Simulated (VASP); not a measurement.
# BP (P6_3/mmc) in VASP: a series of runs

Runs on BP. Level: PBE. Tasks: single point, relaxation of cell and atoms.

Program: VASP 6.6.1. These are calculated values, not measurements. Logs are shortened: lines on timing, memory, paths and dates and some standing lists are left out, and cuts for length are marked.

## 1. The cell of the first run

The structure is hexagonal, space group P6_3/mmc (No. 194). Conventional cell: a = 3.214 Å, b = 3.214 Å, c = 9.850 Å, α = 90.00°, β = 90.00°, γ = 120.00°. Within 2.5 Å of B (site symmetry -6m2) lie 3 P at 1.86 Å. P (site symmetry -6m2) has 3 B at 1.86 Å within 2.5 Å.

## 2. Single point, PBE

INCAR reads:

```
ALGO     = Normal         # electronic algorithm
EDIFF    = 1E-6           # SCF threshold, eV
ENCUT    = 520            # plane-wave cutoff, eV
GGA      = PE             # functional
ISIF     = 2              # what is computed and relaxed
ISMEAR   = 0              # smearing method
LASPH    = True           # aspherical terms in the spheres
LCHARG   = True           # write CHGCAR
LELF     = True           # ELF
LREAL    = False          # projectors in reciprocal space
LVHAR    = True         
LWAVE    = False          # write WAVECAR
NBANDS   = 16             # bands
NELM     = 60             # most SCF steps
PREC     = Accurate       # precision mode
SIGMA    = 0.02           # smearing width, eV
```

KPOINTS reads:

```
k-points
0
Gamma
  12 12 4
```

POSCAR reads:

```
BP
1.0
    3.2141144671      0.0000000000      0.0000000000
   -1.6070572335      2.7835047792      0.0000000000
    0.0000000000      0.0000000000      9.8504767493
B P
2 2
Direct
    0.3333333333      0.6666666667      0.2500000000
    0.6666666667      0.3333333333      0.7500000000
    0.3333333333      0.6666666667      0.7500000000
    0.6666666667      0.3333333333      0.2500000000
```

Potentials or basis: VASP PAW PBE potentials, release 64 (B, P).

On the command line:

```
$ cat potpaw_PBE.64/B/POTCAR potpaw_PBE.64/P/POTCAR > POTCAR
$ mpirun -np 1 vasp_std > vasp.out
```

OUTCAR:

```text
EDIFF = 1E-6
   ENCUT = 520
   GGA = PE
   ISIF = 2
   ISMEAR = 0
   LASPH = True
   LREAL = False
   NELM = 60
   PREC = Accurate

 ion  position               nearest neighbor table
   1  0.333  0.667  0.250-   4 1.86   4 1.86   4 1.86
   2  0.667  0.333  0.750-   3 1.86   3 1.86   3 1.86
   3  0.333  0.667  0.750-   2 1.86   2 1.86   2 1.86
   4  0.667  0.333  0.250-   1 1.86   1 1.86   1 1.86

  LATTYP: Found a hexagonal cell.
 ALAT       =     3.2141144671
 C/A-ratio  =     3.0647560472

  Lattice vectors:

 A1 = (   3.2141144671,   0.0000000000,   0.0000000000)
 A2 = (  -1.6070572335,   2.7835047792,   0.0000000000)
 A3 = (   0.0000000000,   0.0000000000,   9.8504767493)

Analysis of symmetry for initial positions (statically):
=====================================================================
 Subroutine PRICEL returns:
 Original cell was already a primitive cell.

 Routine SETGRP: Setting up the symmetry group for a
 hexagonal supercell.

 Subroutine GETGRP returns: Found 24 space group operations
 (whereof 12 operations were pure point group operations)
 out of a pool of 24 trial point group operations.

The static configuration has the point symmetry D_3d.
 The point group associated with its full space group is D_6h.

Analysis of symmetry for dynamics (positions and initial velocities):
=====================================================================
 Subroutine PRICEL returns:
 Original cell was already a primitive cell.

 Routine SETGRP: Setting up the symmetry group for a
 hexagonal supercell.

 Subroutine GETGRP returns: Found 24 space group operations
 (whereof 12 operations were pure point group operations)
 out of a pool of 24 trial point group operations.

The dynamic configuration has the point symmetry D_3d.
 The point group associated with its full space group is D_6h.

 Subroutine INISYM returns: Found 24 space group operations
 (whereof 12 operations are pure point group operations),
 and found     1 'primitive' translations

----------------------------------------------------------------------------------------

                                     Primitive cell

  volume of cell :      88.1273

  direct lattice vectors                    reciprocal lattice vectors
     3.214114467  0.000000000  0.000000000     0.311127687  0.179629654  0.000000000
    -1.607057233  2.783504779  0.000000000     0.000000000  0.359259308  0.000000000
     0.000000000  0.000000000  9.850476749     0.000000000  0.000000000  0.101517929

  length of vectors
     3.214114467  3.214114467  9.850476749     0.359259308  0.359259308  0.101517929

  position of ions in fractional coordinates (direct lattice)
     0.333333333  0.666666667  0.250000000
     0.666666667  0.333333333  0.750000000
     0.333333333  0.666666667  0.750000000
     0.666666667  0.333333333  0.250000000

  ion indices of the primitive-cell ions
   primitive index   ion index
                 1           1
                 2           2
                 3           3
                 4           4

----------------------------------------------------------------------------------------

 KPOINTS: k-points

Automatic generation of k-mesh.
 Grid dimensions read from file:
 generate k-points for:   12   12    4

 Generating k-lattice:

  Cartesian coordinates                     Fractional coordinates (reciprocal lattice)
     0.025927307  0.014969138  0.000000000     0.083333333  0.000000000  0.000000000
     0.000000000  0.029938276  0.000000000     0.000000000  0.083333333  0.000000000
     0.000000000  0.000000000  0.025379482     0.000000000  0.000000000  0.250000000

  Length of vectors
     0.029938276  0.029938276  0.025379482

  Shift w.r.t. Gamma in fractional coordinates (k-lattice)
     0.000000000  0.000000000  0.000000000

 Subroutine IBZKPT returns following result:
 ===========================================

 Found     57 irreducible k-points:

 Following reciprocal coordinates:
            Coordinates               Weight
  0.000000  0.000000  0.000000      1.000000
  0.083333  0.000000  0.000000      6.000000
  0.166667  0.000000  0.000000      6.000000
  0.250000  0.000000  0.000000      6.000000
  0.333333 -0.000000  0.000000      6.000000
  0.416667  0.000000  0.000000      6.000000
[... 16 lines left out ...]
  0.250000  0.000000  0.250000     12.000000
  0.333333 -0.000000  0.250000     12.000000
 [... further k-points ...]
   k-points           NKPTS =     57   k-points in BZ     NKDIM =     57   number of bands    NBANDS=     16
   number of dos      NEDOS =    301   number of ions     NIONS =      4
   total plane-waves  NPLWV =  46080
   dimension x,y,z NGX =    24 NGY =   24 NGZ =   80
   dimension x,y,z NGXF=    48 NGYF=   48 NGZF=  160
   ions per type =               2   2
   NGX,Y,Z   is equivalent  to a cutoff of  12.41, 12.41, 13.50 a.u.
   NGXF,Y,Z  is equivalent  to a cutoff of  24.83, 24.83, 27.00 a.u.
 SYSTEM =  unknown system
   PREC   = accura    normal or accurate (medium, high low for compatibility)
   ISTART =      0    job   : 0-new  1-cont  2-samecut
   ICHARG =      2    charge: 1-file 2-atom 10-const
   ISPIN  =      1    spin polarized calculation?
   LNONCOLLINEAR =      F non collinear calculations
   LSORBIT =      F    spin-orbit coupling
   LASPH  =      T    aspherical Exc in radial PAW
   ENCUT  =  520.0 eV  38.22 Ry    6.18 a.u.   5.98  5.98 18.32*2*pi/ulx,y,z
   NELM   =     60;   NELMIN=  2; NELMDL= -5     # of ELM steps
   EDIFF  = 0.1E-05   stopping-criterion for ELM
   LREAL  =      F    real-space projection
   EDIFFG = 0.1E-04   stopping-criterion for IOM
   NSW    =      0    number of steps for IOM
   IBRION =     -1    ionic relax: 0-MD 1-quasi-New 2-CG
   NFREE  =      0    steps in history (QN), initial steepest desc. (CG)
   ISIF   =      2    stress and relaxation
   ISYM   =      2    0-nonsym 1-usesym 2-fastsym
   POTIM  = 0.5000    time-step for ionic-motion
   TEBEG  =    0.0;   TEEND  =   0.0 temperature during run
   PSTRESS=    0.0 pullay stress
   NELECT =      16.0000    total number of electrons
   NUPDOWN=      -1.0000    fix difference up-down
   EMIN   =  10.00;   EMAX   =-10.00  energy-range for DOS
   EFERMI =   0.00;   METHOD = LEGACY
   ISMEAR =     0;   SIGMA  =   0.02  broadening in eV -4-tet -1-fermi 0-gaus
   EFERMI_NEDOS =   21; number of points for ismear=-14 and -15
   IALGO  =     38    algorithm
   IMIX   =      4    mixing-type and parameters
     AMIX     =   0.40;   BMIX     =  1.00
     AMIX_MAG =   1.60;   BMIX_MAG =  1.00
  volume/ion in A,a.u.               =      22.03       148.68
  Fermi-wavevector in a.u.,A,eV,Ry     =   0.926996  1.751769 11.691786  0.859322
  Thomas-Fermi vector in A             =   2.053019
   LORBIT       =      0    0 simple, 1 ext, 2 COOP (PROOUT), +10 PAW based schemes
   GGA     = PE    functional components
   LHFCALC =     F    Hartree Fock is set to
   AEXX    =    0.0000 exact exchange contribution
   IVDW    =     0    specifies the selected vdW correction
   LEPSILON=     F    determine dielectric tensor
   LRPA    =     F    only Hartree local field effects (RPA)
 non-spin polarized calculation
 Gauss-broadening in eV      SIGMA  =   0.02
  energy-cutoff  :      520.00
  volume of cell :       88.13
 maximum number of plane-waves:      2415
 NGX is ok and might be reduce to    24
   NGX = 11   NGY = 11   NGZ = 37

 number of electron      16.0000001 magnetization

 Free energy of the ion-electron system (eV)
  ---------------------------------------------------
  ext. energy  EPLUGINS =         0.00000000
  ---------------------------------------------------
  free energy    TOTEN  =       -24.34882329 eV

  energy without entropy =      -24.34882329  energy(sigma->0) =      -24.34882329

 E-fermi :   1.5403     XC(G=0):  -7.4747

 val. band max:        1.3819408825   @ k =   0.3333   0.3333   0.5000
 cond. band min:       2.2877546902   @ k =   0.3333   0.3333   0.5000
 fundamental gap:      0.9058138077
 Fermi energy:         1.5402534700

 k-point     1 :       0.0000    0.0000    0.0000
  band No.  band energies     occupation
      1     -12.2926      2.00000
      2     -12.2627      2.00000
      3      -2.9714      2.00000
      4      -2.5014      2.00000
      5      -0.2586      2.00000
      6      -0.2586      2.00000
[... 8 lines left out ...]
     15       7.1033      0.00000
     16       8.1097      0.00000

 k-point     2 :       0.0833    0.0000    0.0000
  band No.  band energies     occupation
      1     -12.1870      2.00000
      2     -12.1574      2.00000
      3      -2.8558      2.00000
      4      -2.3887      2.00000
      5      -0.7966      2.00000
      6      -0.7893      2.00000
[... 8 lines left out ...]
     15       7.6455      0.00000
     16       8.2127      0.00000

 k-point     3 :       0.1667    0.0000    0.0000
  band No.  band energies     occupation
      1     -11.8733      2.00000
      2     -11.8444      2.00000
      3      -2.5116      2.00000
      4      -2.0609      2.00000
      5      -2.0534      2.00000
      6      -2.0499      2.00000
[... 8 lines left out ...]
     15       8.1778      0.00000
     16       8.4250      0.00000

 k-point     4 :       0.2500    0.0000    0.0000
  band No.  band energies     occupation
      1     -11.3622      2.00000
      2     -11.3345      2.00000
      3      -3.5712      2.00000
      4      -3.5568      2.00000
      5      -1.9484      2.00000
      6      -1.5064      2.00000
[... 8 lines left out ...]
     15       9.2347      0.00000
     16       9.2493      0.00000
[... 324 lines left out ...]
 k-point    22 :       0.1667    0.0000    0.2500
  band No.  band energies     occupation
      1     -11.8691      2.00000
      2     -11.8487      2.00000
      3      -2.4506      2.00000
      4      -2.1280      2.00000
      5      -2.0592      2.00000
      6      -2.0509      2.00000
[... 8 lines left out ...]
     15       8.0540      0.00000
     16       8.1892      0.00000

 k-point    23 :       0.2500    0.0000    0.2500
  band No.  band energies     occupation
      1     -11.3582      2.00000
      2     -11.3386      2.00000
      3      -3.5691      2.00000
      4      -3.5589      2.00000
      5      -1.8892      2.00000
      6      -1.5776      2.00000
[... 8 lines left out ...]
     15       9.2368      0.00000
     16       9.2472      0.00000

 k-point    24 :       0.3333   -0.0000    0.2500
  band No.  band energies     occupation
      1     -10.6792      2.00000
      2     -10.6612      2.00000
      3      -5.0564      2.00000
      4      -5.0445      2.00000
      5      -1.8746      2.00000
      6      -1.8689      2.00000
[... 8 lines left out ...]
     15      10.7888      0.00000
     16      11.1332      0.00000

 [... further k-points ...]

------------------------ aborting loop because EDIFF is reached ----------------------------------------

  FORCE on cell =-STRESS in cart. coord.  units (eV):
  Direction    XX          YY          ZZ          XY          YZ          ZX
  --------------------------------------------------------------------------------------
  -------------------------------------------------------------------------------------
  Total       -0.1046583     -0.1046583     -0.0013767     -0.0000000     -0.0000000      0.0000000
  in kB       -1.9027139     -1.9027139     -0.0250287     -0.0000000     -0.0000000      0.0000000
  external PRESSURE =      -1.2768188 kB  Pullay stress =       0.0000000 kB

 VOLUME and BASIS-vectors are now :
 -----------------------------------------------------------------------------
  energy-cutoff  :      520.00
  volume of cell :       88.13
      direct lattice vectors                 reciprocal lattice vectors
     3.214114467  0.000000000  0.000000000     0.311127687  0.179629654  0.000000000
    -1.607057233  2.783504779  0.000000000     0.000000000  0.359259308  0.000000000
     0.000000000  0.000000000  9.850476749     0.000000000  0.000000000  0.101517929

 POSITION                                       TOTAL-FORCE (eV/Angst)
 -----------------------------------------------------------------------------------
     -0.00000      1.85567      2.46262         0.000000      0.000000      0.000000
      1.60706      0.92783      7.38786        -0.000000     -0.000000      0.000000
     -0.00000      1.85567      7.38786        -0.000000      0.000000     -0.000000
      1.60706      0.92783      2.46262         0.000000     -0.000000      0.000000
 -----------------------------------------------------------------------------------
    total drift:                               -0.000000      0.000000     -0.000000

  FREE ENERGIE OF THE ION-ELECTRON SYSTEM (eV)
  ---------------------------------------------------
  free  energy   TOTEN  =       -24.3488232851 eV

  energy  without entropy=      -24.3488232851  energy(sigma->0) =      -24.34882329
```

Run time: 25 s. Hardware: 1 thread of Intel Xeon 6975P-C (Granite Rapids), shared host; peak memory 0.23 GiB.

What came out:

* Free energy: -24.3488 eV
* Pressure: -0.1 GPa
* Band gap on the k mesh: 0.91 eV, direct

Caveat: this functional lacks dispersion, which binds the layers, so the pressure and a relaxed spacing across them are unreliable.

## 3. Relaxation of cell and atoms, PBE

This run uses another cell than the first one, of 20.54 Å³/atom, 0.932 times its volume.

INCAR reads:

```
SYSTEM = BP
  PREC = Accurate
  ENCUT = 600
  EDIFF = 1E-6
  ISMEAR = 0
  SIGMA = 0.02
  LREAL = .False.
  LASPH = .True.
  NELM = 80
  ALGO = Normal
  ISIF = 3
  LWAVE = .False.
  LCHARG = .False.
  GGA = PE
  IBRION = 2
  NSW = 100
  EDIFFG = -0.01
```

KPOINTS reads:

```
Automatic mesh
0
Gamma
  12 12 4
  0 0 0
```

POSCAR reads:

```
BP
1.0
    3.2156594727      0.0000000000      0.0000000000
   -1.6078297363      2.7848427933      0.0000000000
    0.0000000000      0.0000000000      9.1758245438
B P
2 2
Direct
    0.3333333333      0.6666666667      0.2500000000
    0.6666666667      0.3333333333      0.7500000000
    0.3333333333      0.6666666667      0.7500000000
    0.6666666667      0.3333333333      0.2500000000
```

Potentials or basis: VASP PAW PBE potentials, release 64 (B, P).

On the command line:

```
$ cat potpaw_PBE.64/B/POTCAR potpaw_PBE.64/P/POTCAR > POTCAR
$ mpirun -np 1 vasp_std > vasp.out
```

Run time: 3 min. Hardware: 1 thread of Intel Xeon 6975P-C (Granite Rapids), shared host; peak memory 0.27 GiB.

The run converged. Its results:

| Quantity | Value |
| --- | --- |
| Free energy | -24.3501 eV |
| Relaxed volume | 21.81 Å³/atom |
| Relaxed cell | a = 3.212 Å, b = 3.212 Å, c = 9.764 Å, α = 90.00°, β = 90.00°, γ = 120.00° |
| Space group after relaxing (to 0.05 Å) | P6_3/mmc (No. 194) |
| Energy gained by relaxing | 0.7 meV/atom |
| Ionic steps | 11 |
| Pressure after relaxing | 0.0 GPa |
| Band gap on the k mesh | 0.90 eV, direct |

Step by step:
| step | energy change (eV) | largest force (eV/Å) | pressure (GPa) | volume (Å³) |
| --- | --- | --- | --- | --- |
| 1 | 0.0000 | 0.0000 | -0.22 | 82.17 |
| 2 | 0.0002 | 0.0000 | 0.49 | 81.84 |
| 3 | -0.0003 | 0.0000 | 0.09 | 82.02 |
| 4 | -0.0004 | 0.0000 | 0.09 | 82.11 |
| 5 | -0.0006 | 0.0000 | 0.07 | 82.38 |
| 6 | -0.0011 | 0.0000 | 0.05 | 82.92 |
| 7 | -0.0019 | 0.0000 | 0.01 | 84.00 |
| 8 | -0.0027 | 0.0000 | -0.07 | 86.16 |
| 9 | -0.0028 | 0.0000 | -0.11 | 87.23 |
| 10 | -0.0026 | 0.0000 | 0.30 | 87.32 |
| 11 | -0.0029 | 0.0000 | 0.01 | 87.26 |

Final structure:
```xyz
4
Lattice="3.2123 0.0000 0.0000 -1.6062 2.7819 0.0000 0.0000 0.0000 9.7643" Properties=species:S:1:pos:R:3 pbc="T T T"
B     0.0000    1.8546    2.4411
B     1.6062    0.9273    7.3232
P     0.0000    1.8546    7.3232
P     1.6062    0.9273    2.4411
```

Levels at points of the mesh, in eV from the valence-band top:
```csv
k point,band 4,band 5,band 6,band 7,band 8,band 9,band 10,band 11,band 12
"(0.00, 0.00, 0.00)",-3.88,-1.64,-1.64,-1.63,-1.63,3.26,4.67,4.67,4.68
"(0.50, 0.00, 0.00)",-8.29,-3.63,-3.62,-1.22,-0.87,1.26,1.72,2.84,2.88
"(0.00, 0.00, 0.50)",-4.14,-1.64,-1.64,-1.64,-1.64,4.36,4.36,4.68,4.68
"(0.50, 0.00, 0.50)",-8.30,-3.62,-3.62,-1.05,-1.05,1.47,1.47,2.86,2.86
```

Caveat: this functional lacks dispersion, which binds the layers, so the pressure and a relaxed spacing across them are unreliable.

[end of part 1 of 2]
